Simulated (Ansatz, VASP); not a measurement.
## BeTe2 in VASP and in Ansatz

```
Be Te
1.0
     5.29001    0.00000    0.00000
    -2.64501    4.58128    0.00000
     0.00000    0.00000    3.14606
Be Te
1 2
Cartesian
  0.0000 0.0000 0.0000
  0.0000 3.0542 1.5730
  2.6450 1.5271 1.5730
```

Change from the starting cell: species swapped into the TmSi2 type (P6/mmm, No. 191).

Alike in both runs: functional PBE; k mesh 5 × 5 × 4; occupations gaussian, width 0.2 eV; no spin polarisation.

Ansatz relaxed the structure, and its values are those at the end. VASP's run is a single point on that final structure, the one shown.

```csv
,VASP,Ansatz
version,VASP 6.6.1,Ansatz 0.2.0
potentials or method,"VASP PAW PBE potentials, release 64 (Be, Te), cutoff 600 eV","scalar-relativistic, plane waves, PAW"
valence electrons in the cell,14,34
```

|  | VASP | Ansatz | Ansatz less VASP |
| --- | --- | --- | --- |
| gap on the k mesh at the Fermi level (eV) | none | none | - |
| pressure (GPa) | -0.1 | -0.1 | +0.03 |

A gap of «none» marks a metal or a gap that the smearing closes. VASP's potentials hold 14 valence electrons a cell and Ansatz's 34, so a difference there can come from the potentials and not from the codes.

The k mesh is coarse, so the values compare programs but aren't converged. Neither program's run includes spin-orbit coupling.
